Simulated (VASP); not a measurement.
# Li2S (Fm-3m) in VASP: notebook, part 2 of 2

VASP 6.6.1.

## 3. Electric field gradients, LDA (volume scaled by 1.04)

Contents of INCAR:

```
PREC = Accurate
ENCUT = 650
EDIFF = 1E-8
ISMEAR = -1
SIGMA = 0.02
LREAL = False
LASPH = True
NELM = 120
ALGO = Normal
ISIF = 2
LWAVE = False
LCHARG = False
LEFG = True
NBANDS = 13
GGA_COMPAT = False
```

Contents of KPOINTS:

```
Automatic mesh
0
Gamma
  7 7 7
```

Contents of POSCAR:

```
Li2S
1.0
    0.0000000000      2.8915569385      2.8915569385
    2.8915569385      0.0000000000      2.8915569385
    2.8915569385      2.8915569385      0.0000000000
Li S
2 1
Direct
    0.2500000000      0.2500000000      0.2500000000
    0.7500000000      0.7500000000      0.7500000000
    0.0000000000      0.0000000000      0.0000000000
```

Potentials or basis: VASP PAW LDA potentials, release 64 (Li_sv, S).

On the command line:

```sh
$ cat potpaw_LDA.64/Li_sv/POTCAR potpaw_LDA.64/S/POTCAR > POTCAR
$ mpirun -np 1 vasp_std > vasp.out
```

OUTCAR:

```text
PREC = Accurate
   ENCUT = 650
   EDIFF = 1E-8
   ISMEAR = -1
   LREAL = False
   LASPH = True
   NELM = 120
   ISIF = 2

 ion  position               nearest neighbor table
   1  0.250  0.250  0.250-   3 2.50   3 2.50   3 2.50   3 2.50
   2  0.750  0.750  0.750-   3 2.50   3 2.50   3 2.50   3 2.50
   3  0.000  0.000  0.000-   1 2.50   2 2.50   2 2.50   2 2.50   2 2.50   1 2.50   1 2.50   1 2.50

  LATTYP: Found a face centered cubic cell.
 ALAT       =     5.7831138770

  Lattice vectors:

 A1 = (   0.0000000000,   2.8915569385,   2.8915569385)
 A2 = (   2.8915569385,   0.0000000000,   2.8915569385)
 A3 = (   2.8915569385,   2.8915569385,   0.0000000000)

Analysis of symmetry for initial positions (statically):
=====================================================================
 Subroutine PRICEL returns:
 Original cell was already a primitive cell.

 Routine SETGRP: Setting up the symmetry group for a
 face centered cubic supercell.

 Subroutine GETGRP returns: Found 48 space group operations
 (whereof 48 operations were pure point group operations)
 out of a pool of 48 trial point group operations.

The static configuration has the point symmetry O_h .

Analysis of symmetry for dynamics (positions and initial velocities):
=====================================================================
 Subroutine PRICEL returns:
 Original cell was already a primitive cell.

 Routine SETGRP: Setting up the symmetry group for a
 face centered cubic supercell.

 Subroutine GETGRP returns: Found 48 space group operations
 (whereof 48 operations were pure point group operations)
 out of a pool of 48 trial point group operations.

The dynamic configuration has the point symmetry O_h .

 Subroutine INISYM returns: Found 48 space group operations
 (whereof 48 operations are pure point group operations),
 and found     1 'primitive' translations

----------------------------------------------------------------------------------------

                                     Primitive cell

  volume of cell :      48.3532

  direct lattice vectors                    reciprocal lattice vectors
     0.000000000  2.891556938  2.891556938    -0.172917224  0.172917224  0.172917224
     2.891556938  0.000000000  2.891556938     0.172917224 -0.172917224  0.172917224
     2.891556938  2.891556938  0.000000000     0.172917224  0.172917224 -0.172917224

  length of vectors
     4.089279039  4.089279039  4.089279039     0.299501418  0.299501418  0.299501418

  position of ions in fractional coordinates (direct lattice)
     0.250000000  0.250000000  0.250000000
     0.750000000  0.750000000  0.750000000
     0.000000000  0.000000000  0.000000000

  ion indices of the primitive-cell ions
   primitive index   ion index
                 1           1
                 2           2
                 3           3

----------------------------------------------------------------------------------------

 KPOINTS: Automatic mesh

Automatic generation of k-mesh.
 Grid dimensions read from file:
 generate k-points for:    7    7    7

[... 81 lines left out ...]
  Thomas-Fermi vector in A             =   2.162805
   LORBIT       =      0    0 simple, 1 ext, 2 COOP (PROOUT), +10 PAW based schemes
   GGA     = CA    functional components
   LHFCALC =     F    Hartree Fock is set to
   AEXX    =    0.0000 exact exchange contribution
   IVDW    =     0    specifies the selected vdW correction
   LEPSILON=     F    determine dielectric tensor
   LRPA    =     F    only Hartree local field effects (RPA)
 non-spin polarized calculation
  energy-cutoff  :      650.00
  volume of cell :       48.35
 maximum number of plane-waves:      1841
 NGX is ok and might be reduce to    36
   NGX = 17   NGY = 17   NGZ = 17

 number of electron      12.0000006 magnetization

 Free energy of the ion-electron system (eV)
  ---------------------------------------------------
  ext. energy  EPLUGINS =         0.00000000
  ---------------------------------------------------
  free energy    TOTEN  =       -12.93956799 eV

  energy without entropy =      -12.93956799  energy(sigma->0) =      -12.93956799

 E-fermi :   1.5129     XC(G=0):  -8.6551

 val. band max:        1.1135714810   @ k =   0.0000   0.0000   0.0000
 cond. band min:       4.4488578200   @ k =   0.4286   0.4286   0.0000
 fundamental gap:      3.3352863391
 Fermi energy:         1.5129155953

 k-point     1 :       0.0000    0.0000    0.0000
  band No.  band energies     occupation
      1     -42.1681      2.00000
      2     -42.1274      2.00000
      3      -9.7465      2.00000
      4       1.1136      2.00000
      5       1.1136      2.00000
      6       1.1136      2.00000
      7       4.9604      0.00000
      8       7.1093      0.00000
      9       7.1093      0.00000
     10       7.1093      0.00000
     11      12.1152      0.00000
     12      12.1152      0.00000
     13      13.0234      0.00000
[... 290 lines left out ...]
  band No.  band energies     occupation
      1     -42.1476      2.00000
      2     -42.1459      2.00000
      3      -9.2282      2.00000
      4      -0.9015      2.00000
      5      -0.6963      2.00000
      6      -0.1956      2.00000
      7       6.1759      0.00000
      8       8.2047      0.00000
      9       9.6067      0.00000
     10      10.1141      0.00000
     11      11.5735      0.00000
     12      11.8244      0.00000
     13      14.1978      0.00000

------------------------ aborting loop because EDIFF is reached ----------------------------------------

  FORCE on cell =-STRESS in cart. coord.  units (eV):
  Direction    XX          YY          ZZ          XY          YZ          ZX
  --------------------------------------------------------------------------------------
  -------------------------------------------------------------------------------------
  Total       -1.3084791     -1.3084791     -1.3084791      0.0000000      0.0000000     -0.0000000
  in kB      -43.3562909    -43.3562909    -43.3562909      0.0000000      0.0000000     -0.0000000
  external PRESSURE =     -43.3562909 kB  Pullay stress =       0.0000000 kB

 VOLUME and BASIS-vectors are now :
 -----------------------------------------------------------------------------
  energy-cutoff  :      650.00
  volume of cell :       48.35
      direct lattice vectors                 reciprocal lattice vectors
     0.000000000  2.891556938  2.891556938    -0.172917224  0.172917224  0.172917224
     2.891556938  0.000000000  2.891556938     0.172917224 -0.172917224  0.172917224
     2.891556938  2.891556938  0.000000000     0.172917224  0.172917224 -0.172917224

 POSITION                                       TOTAL-FORCE (eV/Angst)
 -----------------------------------------------------------------------------------
      1.44578      1.44578      1.44578        -0.000000      0.000000     -0.000000
      4.33734      4.33734      4.33734         0.000000     -0.000000      0.000000
      0.00000      0.00000      0.00000        -0.000000     -0.000000      0.000000
 -----------------------------------------------------------------------------------
    total drift:                                0.000000      0.000000      0.000000

  FREE ENERGIE OF THE ION-ELECTRON SYSTEM (eV)
  ---------------------------------------------------
  free  energy   TOTEN  =       -12.9395679916 eV

  energy  without entropy=      -12.9395679916  energy(sigma->0) =      -12.93956799

 Electric field gradients (V/A^2)
---------------------------------------------------------------------
 ion       V_xx      V_yy      V_zz      V_xy      V_xz      V_yz
---------------------------------------------------------------------
   1       0.000     0.000    -0.000     0.003     0.003     0.003
   2       0.000     0.000    -0.000     0.003     0.003     0.003
   3      -0.000    -0.000     0.000    -0.000    -0.000    -0.000
---------------------------------------------------------------------

 Electric field gradients after diagonalization (V/A^2)
 (convention: |V_zz| > |V_xx| > |V_yy|)
----------------------------------------------------------------------
 ion       V_xx      V_yy      V_zz     asymmetry (V_yy - V_xx)/ V_zz
----------------------------------------------------------------------
   1      -0.003    -0.003     0.005       0.000
   2      -0.003    -0.003     0.005       0.000
   3       0.000     0.000    -0.000       0.000
----------------------------------------------------------------------

           NMR quadrupolar parameters

 Cq : quadrupolar parameter    Cq=e*Q*V_zz/h
 eta: asymmetry parameters     (V_yy - V_xx)/ V_zz
 Q  : nuclear electric quadrupole moment in mb (millibarn)
----------------------------------------------------------------------
 ion       Cq(MHz)       eta       Q (mb)
----------------------------------------------------------------------
   1       0.000       0.000       1.000
   2       0.000       0.000       1.000
   3      -0.000       0.000       1.000
----------------------------------------------------------------------
```

OSZICAR:

```text
N       E                     dE             d eps       ncg     rms          rms(c)
DAV:   1     0.494321099019E+02    0.49432E+02   -0.60168E+03   520   0.104E+03
DAV:   2    -0.497038820597E+01   -0.54402E+02   -0.50594E+02   615   0.204E+02
DAV:   3    -0.130687926464E+02   -0.80984E+01   -0.80462E+01  1004   0.503E+01
DAV:   4    -0.132823583177E+02   -0.21357E+00   -0.21349E+00   672   0.111E+01
DAV:   5    -0.132887052583E+02   -0.63469E-02   -0.63467E-02   868   0.152E+00    0.377E+00
DAV:   6    -0.129738839971E+02    0.31482E+00   -0.52201E-01   648   0.279E+00    0.270E+00
DAV:   7    -0.129416147845E+02    0.32269E-01   -0.10899E-01   763   0.141E+00    0.160E+00
DAV:   8    -0.129401135179E+02    0.15013E-02   -0.19209E-02   701   0.765E-01    0.713E-01
DAV:   9    -0.129396201658E+02    0.49335E-03   -0.86969E-04   744   0.164E-01    0.441E-01
DAV:  10    -0.129395706044E+02    0.49561E-04   -0.36387E-04   615   0.995E-02    0.524E-02
DAV:  11    -0.129395683738E+02    0.22306E-05   -0.49777E-05   731   0.420E-02    0.680E-02
DAV:  12    -0.129395682793E+02    0.94518E-07   -0.42431E-06   770   0.145E-02    0.312E-02
DAV:  13    -0.129395680253E+02    0.25399E-06   -0.49463E-07   677   0.589E-03    0.725E-03
DAV:  14    -0.129395679953E+02    0.29994E-07   -0.88399E-08   900   0.207E-03    0.140E-03
DAV:  15    -0.129395679916E+02    0.37143E-08   -0.28748E-08   629   0.108E-03
   1 F= -.12939568E+02 E0= -.12939568E+02  d E =-.161663E-10
```

stdout:

```text
POSCAR found type information on POSCAR LiS
 POSCAR found :  2 types and       3 ions
 scaLAPACK will be used
 LDA part: xc-table for (Slater(with rela. corr.)+CA(PZ))
 , standard interpolation
 POSCAR, INCAR and KPOINTS ok, starting setup
 FFT: planning ... GRIDC
 FFT: planning ... GRID_SOFT
 FFT: planning ... GRID
 WAVECAR not read
 entering main loop
ion   1

ion   2

ion   3
```

It took 33 s on 1 thread of Intel Xeon 8259CL, shared host; peak memory 0.17 GiB.

What came out:

```yaml
Free_energy: -12.9396 eV
Pressure: -4.3 GPa
Band_gap_on_the_k_mesh: 3.34 eV, indirect (least direct gap 3.85 eV)
```

Caveat: the cell differs from its parent crystal (volume scaled by 1.04); without QUAD_EFG the Cq values of the log hold for a quadrupole moment of 1 mb, not for the nuclei.

## 4. Density of states, LDA

This run uses another cell than the first one, of 15.50 Å³/atom, 0.990 times its volume.

Contents of POSCAR:

```
Li2S
1.0
    0.0000000000      2.8540000000      2.8540000000
    2.8540000000      0.0000000000      2.8540000000
    2.8540000000      2.8540000000      0.0000000000
Li S
2 1
Direct
    0.2500000000      0.2500000000      0.2500000000
    0.7500000000      0.7500000000      0.7500000000
    0.0000000000      0.0000000000      0.0000000000
```

Contents of INCAR.step1:

```
SYSTEM = Li2S
PREC = Accurate ; ENCUT = 650
EDIFF = 1E-6 ; ISMEAR = -1
SIGMA = 0.02 ; LREAL = .FALSE.
LASPH = .TRUE. ; NELM = 120
ALGO = Normal ; ISIF = 2
LWAVE = .FALSE. ; LCHARG = .TRUE.
NBANDS = 13 ; GGA_COMPAT = .FALSE.
NEDOS = 2001 ; LORBIT = 11
```

Contents of KPOINTS.step1:

```
Automatic mesh
0
G
  7 7 7
  0 0 0
```

Contents of INCAR.step2:

```
SYSTEM = Li2S
PREC = Accurate ; ENCUT = 650
EDIFF = 1E-6 ; ISMEAR = -5
SIGMA = 0.02 ; LREAL = .FALSE.
LASPH = .TRUE. ; NELM = 120
ALGO = Normal ; ISIF = 2
LWAVE = .FALSE. ; LCHARG = .FALSE.
LORBIT = 11 ; NBANDS = 13
NEDOS = 2001 ; ICHARG = 11
GGA_COMPAT = .FALSE.
```

Contents of KPOINTS.step2:

```
Automatic mesh
0
G
  11 11 11
  0 0 0
```

Potentials or basis: VASP PAW LDA potentials, release 64 (Li_sv, S).

On the command line:

```sh
$ cat potpaw_LDA.64/Li_sv/POTCAR potpaw_LDA.64/S/POTCAR > POTCAR
$ cp INCAR.step1 INCAR
$ cp KPOINTS.step1 KPOINTS
$ mpirun -np 1 vasp_std > vasp.out
$ cp INCAR.step2 INCAR
$ cp KPOINTS.step2 KPOINTS
$ mpirun -np 1 vasp_std > vasp.out
```

OUTCAR:

```text
SYSTEM = Li2S
   PREC = Accurate
   ENCUT = 650
   EDIFF = 1E-6
   ISMEAR = -5
   LREAL = .FALSE.
   LASPH = .TRUE.
   NELM = 120
   ISIF = 2
   LORBIT = 11
   ICHARG = 11

 ion  position               nearest neighbor table
   1  0.250  0.250  0.250-   3 2.47   3 2.47   3 2.47   3 2.47
   2  0.750  0.750  0.750-   3 2.47   3 2.47   3 2.47   3 2.47
   3  0.000  0.000  0.000-   2 2.47   2 2.47   2 2.47   1 2.47   2 2.47   1 2.47   1 2.47   1 2.47

  LATTYP: Found a face centered cubic cell.
 ALAT       =     5.7080000000

  Lattice vectors:

 A1 = (   0.0000000000,   2.8540000000,   2.8540000000)
 A2 = (   2.8540000000,   0.0000000000,   2.8540000000)
[... 580 lines left out ...]
  in kB      -31.1996373    -31.1996373    -31.1996373      0.0000000      0.0000000      0.0000000
  external PRESSURE =     -31.1996373 kB  Pullay stress =       0.0000000 kB

 VOLUME and BASIS-vectors are now :
 -----------------------------------------------------------------------------
  energy-cutoff  :      650.00
  volume of cell :       46.49
      direct lattice vectors                 reciprocal lattice vectors
     0.000000000  2.854000000  2.854000000    -0.175192712  0.175192712  0.175192712
     2.854000000  0.000000000  2.854000000     0.175192712 -0.175192712  0.175192712
     2.854000000  2.854000000  0.000000000     0.175192712  0.175192712 -0.175192712

 POSITION                                       TOTAL-FORCE (eV/Angst)
 -----------------------------------------------------------------------------------
      1.42700      1.42700      1.42700         0.000000     -0.000000      0.000000
      4.28100      4.28100      4.28100        -0.000000     -0.000000     -0.000000
      0.00000      0.00000      0.00000         0.000000      0.000000     -0.000000
 -----------------------------------------------------------------------------------
    total drift:                                0.000000      0.000000      0.000000

  FREE ENERGIE OF THE ION-ELECTRON SYSTEM (eV)
  ---------------------------------------------------
  free  energy   TOTEN  =       -12.9813169633 eV

  energy  without entropy=      -12.9813169633  energy(sigma->0) =      -12.98131696

 total charge

# of ion       s       p       d       tot
------------------------------------------
    1        2.020   0.073   0.000   2.093
    2        2.020   0.073   0.000   2.093
    3        1.302   2.471   0.000   3.773
--------------------------------------------------
tot          5.343   2.618   0.000   7.960
```

OUTCAR.step1:

```text
SYSTEM = Li2S
   PREC = Accurate
   ENCUT = 650
   EDIFF = 1E-6
   ISMEAR = -1
   LREAL = .FALSE.
   LASPH = .TRUE.
   NELM = 120
   ISIF = 2
   LORBIT = 11

[... 538 lines left out ...]

  FREE ENERGIE OF THE ION-ELECTRON SYSTEM (eV)
  ---------------------------------------------------
  free  energy   TOTEN  =       -12.9812716153 eV

  energy  without entropy=      -12.9812716153  energy(sigma->0) =      -12.98127162

 total charge

# of ion       s       p       d       tot
------------------------------------------
    1        2.020   0.073   0.000   2.093
    2        2.020   0.073   0.000   2.093
    3        1.302   2.471   0.000   3.773
--------------------------------------------------
tot          5.343   2.618   0.000   7.960
```

OSZICAR.step1:

```text
N       E                     dE             d eps       ncg     rms          rms(c)
DAV:   1     0.496447444747E+02    0.49645E+02   -0.60158E+03   520   0.103E+03
DAV:   2    -0.543529101988E+01   -0.55080E+02   -0.52764E+02   633   0.212E+02
DAV:   3    -0.131437608379E+02   -0.77085E+01   -0.76543E+01  1004   0.501E+01
DAV:   4    -0.133204832551E+02   -0.17672E+00   -0.17664E+00   701   0.110E+01
DAV:   5    -0.133248431240E+02   -0.43599E-02   -0.43598E-02   840   0.134E+00    0.386E+00
DAV:   6    -0.130163095630E+02    0.30853E+00   -0.50005E-01   654   0.275E+00    0.280E+00
DAV:   7    -0.129832577209E+02    0.33052E-01   -0.10800E-01   753   0.141E+00    0.163E+00
DAV:   8    -0.129817093254E+02    0.15484E-02   -0.17845E-02   691   0.742E-01    0.687E-01
DAV:   9    -0.129813227966E+02    0.38653E-03   -0.71576E-04   772   0.151E-01    0.443E-01
DAV:  10    -0.129812780988E+02    0.44698E-04   -0.26609E-04   610   0.874E-02    0.347E-02
DAV:  11    -0.129812716079E+02    0.64909E-05   -0.65230E-05   694   0.450E-02    0.684E-02
DAV:  12    -0.129812716153E+02   -0.73413E-08   -0.48141E-06   669   0.158E-02
   1 F= -.12981272E+02 E0= -.12981272E+02  d E =-.106747E-10
```

Run time: 84 s. Hardware: 1 thread of Intel Xeon 8259CL, shared host; peak memory 0.18 GiB.

Results:

* Valence electrons inside the program's atomic spheres: Li 2.09; S 3.77

Levels at points of the mesh, in eV from the valence-band top:
```tsv
k point	band 3	band 4	band 5	band 6	band 7	band 8	band 9	band 10
(0.00, 0.00, 0.00)	-10.96	0.00	0.00	0.00	4.04	6.01	6.01	6.01
```

## 5. The runs side by side

| task | cell | k mesh for the DOS | occupations for the DOS | gap on the mesh (eV) | pressure (GPa) |
| --- | --- | --- | --- | --- | --- |
| electric field gradients | a = 4.050 Å, angles 60.0°, 3 atoms | - | - | 3.32 | -3.4 |
| electric field gradients | a = 4.089 Å, angles 60.0°, 3 atoms | - | - | 3.34 | -4.3 |
| density of states | a = 4.036 Å, angles 60.0°, 3 atoms | 11 × 11 × 11 | tetrahedron | - | - |

Alike in all rows: level LDA; potentials or basis VASP PAW LDA potentials, release 64 (Li_sv, S); no spin polarisation; k mesh 7 × 7 × 7; cutoff (eV) 650; smearing fermi-dirac 0.02 eV.

Absolute energies hang on the potentials; compare differences alone.
